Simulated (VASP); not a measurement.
# S (R-3m) in VASP: single point with PBEsol

Aim: the single point of S with PBEsol.

Everything below comes from runs of VASP 6.6.1. Logs are shortened: lines on timing, memory, paths and dates and some standing lists are left out, and cuts for length are marked.

## Step 1: The cell of the first run

The structure is trigonal, space group R-3m (No. 166). Conventional cell: a = 5.426 Å, b = 5.426 Å, c = 9.713 Å, α = 90.00°, β = 90.00°, γ = 120.00°. Within 4.1 Å of S (site symmetry 3m) lie 4 S at 3.13 to 3.26 Å.

## Step 2: Single point, PBEsol

INCAR

```
ALGO     = Normal         # electronic algorithm
EDIFF    = 1E-6           # SCF threshold, eV
ENCUT    = 520            # plane-wave cutoff, eV
GGA      = PS             # functional
ISIF     = 2              # what is computed and relaxed
ISMEAR   = -1             # smearing method
LASPH    = T              # aspherical terms in the spheres
LCHARG   = F              # write CHGCAR
LREAL    = F              # projectors in reciprocal space
LWAVE    = F              # write WAVECAR
NBANDS   = 13             # bands
NELM     = 80             # most SCF steps
PREC     = Accurate       # precision mode
SIGMA    = 0.1            # smearing width, eV
```

KPOINTS

```
k-points
0
Gamma
  6 6 6
```

POSCAR

```
S
1.0
    2.7131139200      1.5664170500      3.2376184000
   -2.7131139200      1.5664170500      3.2376184000
    0.0000000000     -3.1328341100      3.2376184000
S
2
Direct
    0.8321610000      0.8321610000      0.8321610000
    0.1678390000      0.1678390000      0.1678390000
```

Potentials or basis: VASP PAW PBE potentials, release 64 (S).

The run is started by

```bash
$ cat potpaw_PBE.64/S/POTCAR > POTCAR
$ mpirun -np 1 vasp_std > vasp.out
```

OUTCAR:

```text
EDIFF = 1E-6
   ENCUT = 520
   GGA = PS
   ISIF = 2
   ISMEAR = -1
   LASPH = T
   LREAL = F
   NELM = 80
   PREC = Accurate

 ion  position               nearest neighbor table
   1  0.832  0.832  0.832-
   2  0.168  0.168  0.168-

  LATTYP: Found a trigonal (rhomboedric) cell.
 ALAT       =     4.5051994874
 COS(alpha) =     0.2746660546

  Lattice vectors:

 A1 = (   2.7131139200,   1.5664170500,   3.2376184000)
 A2 = (  -2.7131139200,   1.5664170500,   3.2376184000)
 A3 = (   0.0000000000,  -3.1328341100,   3.2376184000)

Analysis of symmetry for initial positions (statically):
=====================================================================
 Subroutine PRICEL returns:
 Original cell was already a primitive cell.

 Routine SETGRP: Setting up the symmetry group for a
 trigonal (rhombohedral) supercell.

 Subroutine GETGRP returns: Found 12 space group operations
 (whereof 12 operations were pure point group operations)
 out of a pool of 12 trial point group operations.

The static configuration has the point symmetry D_3d.

Analysis of symmetry for dynamics (positions and initial velocities):
=====================================================================
 Subroutine PRICEL returns:
 Original cell was already a primitive cell.

 Routine SETGRP: Setting up the symmetry group for a
 trigonal (rhombohedral) supercell.

 Subroutine GETGRP returns: Found 12 space group operations
 (whereof 12 operations were pure point group operations)
 out of a pool of 12 trial point group operations.

The dynamic configuration has the point symmetry D_3d.

 Subroutine INISYM returns: Found 12 space group operations
 (whereof 12 operations are pure point group operations),
 and found     1 'primitive' translations

----------------------------------------------------------------------------------------

                                     Primitive cell

  volume of cell :      82.5567

  direct lattice vectors                    reciprocal lattice vectors
     2.713113920  1.566417050  3.237618400     0.184290087  0.106399931  0.102956338
    -2.713113920  1.566417050  3.237618400    -0.184290087  0.106399931  0.102956338
     0.000000000 -3.132834110  3.237618400     0.000000000 -0.212799862  0.102956337

  length of vectors
     4.505199487  4.505199487  4.505199492     0.236397523  0.236397523  0.236397523

  position of ions in fractional coordinates (direct lattice)
     0.832161000  0.832161000  0.832161000
     0.167839000  0.167839000  0.167839000

  ion indices of the primitive-cell ions
   primitive index   ion index
                 1           1
                 2           2

----------------------------------------------------------------------------------------

 KPOINTS: k-points

Automatic generation of k-mesh.
 Grid dimensions read from file:
 generate k-points for:    6    6    6

 Generating k-lattice:

  Cartesian coordinates                     Fractional coordinates (reciprocal lattice)
     0.030715014  0.017733322  0.017159390     0.166666667 -0.000000000  0.000000000
    -0.030715014  0.017733322  0.017159390    -0.000000000  0.166666667  0.000000000
     0.000000000 -0.035466644  0.017159390     0.000000000  0.000000000  0.166666667

  Length of vectors
     0.039399587  0.039399587  0.039399587

  Shift w.r.t. Gamma in fractional coordinates (k-lattice)
     0.000000000  0.000000000  0.000000000

 Subroutine IBZKPT returns following result:
 ===========================================

 Found     32 irreducible k-points:

 Following reciprocal coordinates:
            Coordinates               Weight
  0.000000  0.000000  0.000000      1.000000
  0.166667 -0.000000  0.000000      6.000000
  0.333333 -0.000000 -0.000000      6.000000
  0.500000 -0.000000 -0.000000      3.000000
  0.166667  0.166667 -0.000000      6.000000
  0.333333  0.166667 -0.000000     12.000000
[... 16 lines left out ...]
  0.500000  0.500000  0.166667      6.000000
 -0.333333  0.500000  0.166667     12.000000
 [... further k-points ...]
   k-points           NKPTS =     32   k-points in BZ     NKDIM =     32   number of bands    NBANDS=     13
   number of dos      NEDOS =    301   number of ions     NIONS =      2
   total plane-waves  NPLWV =  46656
   dimension x,y,z NGX =    36 NGY =   36 NGZ =   36
   dimension x,y,z NGXF=    72 NGYF=   72 NGZF=   72
   ions per type =               2
   NGX,Y,Z   is equivalent  to a cutoff of  13.28, 13.28, 13.28 a.u.
   NGXF,Y,Z  is equivalent  to a cutoff of  26.57, 26.57, 26.57 a.u.
 SYSTEM =  unknown system
   PREC   = accura    normal or accurate (medium, high low for compatibility)
   ISTART =      0    job   : 0-new  1-cont  2-samecut
   ICHARG =      2    charge: 1-file 2-atom 10-const
   ISPIN  =      1    spin polarized calculation?
   LNONCOLLINEAR =      F non collinear calculations
   LSORBIT =      F    spin-orbit coupling
   LASPH  =      T    aspherical Exc in radial PAW
   ENCUT  =  520.0 eV  38.22 Ry    6.18 a.u.   8.38  8.38  8.38*2*pi/ulx,y,z
   NELM   =     80;   NELMIN=  2; NELMDL= -5     # of ELM steps
   EDIFF  = 0.1E-05   stopping-criterion for ELM
   LREAL  =      F    real-space projection
   EDIFFG = 0.1E-04   stopping-criterion for IOM
   NSW    =      0    number of steps for IOM
   IBRION =     -1    ionic relax: 0-MD 1-quasi-New 2-CG
   NFREE  =      0    steps in history (QN), initial steepest desc. (CG)
   ISIF   =      2    stress and relaxation
   ISYM   =      2    0-nonsym 1-usesym 2-fastsym
   POTIM  = 0.5000    time-step for ionic-motion
   TEBEG  =    0.0;   TEEND  =   0.0 temperature during run
   PSTRESS=    0.0 pullay stress
   NELECT =      12.0000    total number of electrons
   NUPDOWN=      -1.0000    fix difference up-down
   EMIN   =  10.00;   EMAX   =-10.00  energy-range for DOS
   EFERMI =   0.00;   METHOD = LEGACY
   ISMEAR =    -1;   SIGMA  =   0.10  broadening in eV -4-tet -1-fermi 0-gaus
   EFERMI_NEDOS =   21; number of points for ismear=-14 and -15
   IALGO  =     38    algorithm
   IMIX   =      4    mixing-type and parameters
     AMIX     =   0.40;   BMIX     =  1.00
     AMIX_MAG =   1.60;   BMIX_MAG =  1.00
  volume/ion in A,a.u.               =      41.28       278.56
  Fermi-wavevector in a.u.,A,eV,Ry     =   0.860765  1.626609 10.080773  0.740916
  Thomas-Fermi vector in A             =   1.978318
   LORBIT       =      0    0 simple, 1 ext, 2 COOP (PROOUT), +10 PAW based schemes
   GGA     = PS    functional components
   LHFCALC =     F    Hartree Fock is set to
   AEXX    =    0.0000 exact exchange contribution
   IVDW    =     0    specifies the selected vdW correction
   LEPSILON=     F    determine dielectric tensor
   LRPA    =     F    only Hartree local field effects (RPA)
 non-spin polarized calculation
  energy-cutoff  :      520.00
  volume of cell :       82.56
 maximum number of plane-waves:      2238
 NGX is ok and might be reduce to    36
   NGX = 17   NGY = 17   NGZ = 17

 number of electron      12.0000001 magnetization

 Free energy of the ion-electron system (eV)
  ---------------------------------------------------
  ext. energy  EPLUGINS =         0.00000000
  ---------------------------------------------------
  free energy    TOTEN  =        -4.35209727 eV

  energy without entropy =       -4.16505452  energy(sigma->0) =       -4.25857590

 E-fermi :  -1.4341     XC(G=0):  -6.8711

 val. band max:       -1.4346461962   @ k =  -0.3333  -0.3333   0.1667
 cond. band min:      -1.4204519760   @ k =   0.5000   0.3333  -0.0000
 fundamental gap:      0.0141942201
 Fermi energy:        -1.4340788530

 k-point     1 :       0.0000    0.0000    0.0000
  band No.  band energies     occupation
      1     -13.4626      2.00000
      2     -11.7245      2.00000
      3      -3.2522      2.00000
      4      -3.2522      2.00000
      5      -2.3016      1.99966
      6      -1.5133      1.37683
      7      -1.1920      0.16319
      8      -1.1920      0.16319
      9       4.3797      0.00000
     10       7.0189      0.00000
     11       7.0189      0.00000
     12       8.9834      0.00000
     13       9.5818      0.00000

 k-point     2 :       0.1667   -0.0000    0.0000
  band No.  band energies     occupation
      1     -13.3782      2.00000
      2     -11.8282      2.00000
      3      -3.2927      2.00000
      4      -3.2380      2.00000
      5      -2.4066      1.99988
      6      -1.5633      1.56896
      7      -1.2230      0.21602
      8      -1.0775      0.05500
      9       4.8387      0.00000
     10       6.6484      0.00000
     11       7.2048      0.00000
     12       8.8416      0.00000
     13       9.1336      0.00000

 k-point     3 :       0.3333   -0.0000   -0.0000
  band No.  band energies     occupation
      1     -13.1631      2.00000
      2     -12.0823      2.00000
      3      -3.3642      2.00000
      4      -3.2381      2.00000
      5      -2.5695      1.99998
      6      -1.6363      1.76626
      7      -1.2813      0.35653
      8      -0.8508      0.00585
      9       5.7504      0.00000
     10       6.1127      0.00000
     11       7.1119      0.00000
     12       8.4781      0.00000
     13       8.8514      0.00000
[... 305 lines left out ...]
 k-point    23 :       0.5000    0.5000    0.1667
  band No.  band energies     occupation
      1     -12.8136      2.00000
      2     -12.3361      2.00000
      3      -3.9307      2.00000
      4      -3.5183      2.00000
      5      -3.0206      2.00000
      6      -1.4544      1.10137
      7      -1.1944      0.16685
      8      -0.6916      0.00119
      9       6.3022      0.00000
     10       6.6978      0.00000
     11       8.3476      0.00000
     12       8.5766      0.00000
     13       9.4379      0.00000

 k-point    24 :      -0.3333    0.5000    0.1667
  band No.  band energies     occupation
      1     -12.6431      2.00000
      2     -12.5488      2.00000
      3      -3.9916      2.00000
      4      -3.3360      2.00000
      5      -2.8503      2.00000
      6      -1.6205      1.73165
      7      -1.2459      0.26442
      8      -0.4921      0.00016
      9       5.9571      0.00000
     10       6.5612      0.00000
     11       8.5173      0.00000
     12       9.0735      0.00000
     13       9.3228      0.00000

 [... further k-points ...]

------------------------ aborting loop because EDIFF is reached ----------------------------------------

  FORCE on cell =-STRESS in cart. coord.  units (eV):
  Direction    XX          YY          ZZ          XY          YZ          ZX
  --------------------------------------------------------------------------------------
  -------------------------------------------------------------------------------------
  Total       -5.2692207     -5.2692207     -3.0296337      0.0000000      0.0000000     -0.0000000
  in kB     -102.2597264   -102.2597266    -58.7960781      0.0000000      0.0000001     -0.0000000
  external PRESSURE =     -87.7718437 kB  Pullay stress =       0.0000000 kB

 VOLUME and BASIS-vectors are now :
 -----------------------------------------------------------------------------
  energy-cutoff  :      520.00
  volume of cell :       82.56
      direct lattice vectors                 reciprocal lattice vectors
     2.713113920  1.566417050  3.237618400     0.184290087  0.106399931  0.102956338
    -2.713113920  1.566417050  3.237618400    -0.184290087  0.106399931  0.102956338
     0.000000000 -3.132834110  3.237618400     0.000000000 -0.212799862  0.102956337

 POSITION                                       TOTAL-FORCE (eV/Angst)
 -----------------------------------------------------------------------------------
      0.00000     -0.00000      8.08266         0.000000     -0.000000      0.866774
      0.00000     -0.00000      1.63020         0.000000      0.000000     -0.866774
 -----------------------------------------------------------------------------------
    total drift:                               -0.000000     -0.000000      0.000000

  FREE ENERGIE OF THE ION-ELECTRON SYSTEM (eV)
  ---------------------------------------------------
  free  energy   TOTEN  =        -4.3520972701 eV

  energy  without entropy=       -4.1650545247  energy(sigma->0) =       -4.25857590
```

Run time: 29 s. Hardware: 1 thread of Intel Xeon Platinum 8259CL at 2.50GHz (Skylake/Cascade Lake), shared host; peak memory 0.2 GiB.

What came out:

- Free energy: -4.3521 eV
- Pressure: -8.8 GPa
- Largest force: 0.867 eV/Å
- Band gap on the k mesh: zero (bands 6 and 7 overlap by 0.25 eV)

Forces on the atoms (eV/Å):
```
S    0.000  0.000  0.867
S    0.000  0.000 -0.867
```

Caveat: the cell stands under tension; the PAW data sets were made with another functional, which shifts forces and pressure a little.
